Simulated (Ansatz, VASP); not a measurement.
## Zn in VASP and in Ansatz

The input INCAR:

```
PREC = Accurate
ENCUT = 520
EDIFF = 1E-7
ISMEAR = 0
SIGMA = 0.15
LREAL = False
LASPH = True
NELM = 60
ALGO = Fast
ISIF = 2
LWAVE = False
LCHARG = True
GGA = PS
LELF = True
LVHAR = True
NBANDS = 12
```

File KPOINTS:

```
regular mesh
0
Gamma
  22 22 22
```

Contents of POSCAR:

```
Zn
1.0
   -1.7012933350      1.5087950357      1.5087950357
    1.5087950357     -1.7012933350      1.5087950357
    1.5087950357      1.5087950357     -1.7012933350
Zn
1
Direct
    0.0000000000      0.0000000000      0.0000000000
```

Input for Ansatz:

```yaml
crystal:
  lattice:
    - [-1.701293335, 1.5087950357, 1.5087950357]
    - [1.5087950357, -1.701293335, 1.5087950357]
    - [1.5087950357, 1.5087950357, -1.701293335]
  atoms:
    - { symbol: Zn, position: [0.0, 0.0, 0.0] }
basis:
  ecutwfc: 520.0
kpoints:
  mp_grid: { grid: [22, 22, 22] }
hamiltonian:
  xc: pbesol
scf:
  occupations: { method: gaussian, width: 0.15 }
output:
  forces: true
  stress: true
  eigenvalues: true
```

Alike in both runs: task single point; functional PBEsol; k mesh 22 × 22 × 22; occupations gaussian, width 0.15 eV; no spin polarisation.

|  | VASP | Ansatz |
| --- | --- | --- |
| version | VASP 6.6.1 | Ansatz 0.2.0 |
| potentials or method | VASP PAW PBE potentials, release 64 (Zn), cutoff 520 eV | scalar-relativistic, plane waves, PAW |
| valence electrons in the cell | 12 | 12 |

VASP gave:

- gap on the k mesh at the Fermi level (eV): none
- pressure (GPa): 13.5
- traceless stress, the component that is largest in VASP (GPa): 11.96

Problem. What did Ansatz give for the same quantities?

Solution. gap on the k mesh at the Fermi level (eV): none; pressure (GPa): 12.7; traceless stress, the component that is largest in VASP (GPa): 11.72.

VASP's potentials were made for PBE, not for PBEsol. A gap of «none» marks a metal or a gap that the smearing closes. The functional is the same, so the differences come from potentials, cutoffs and numerics.
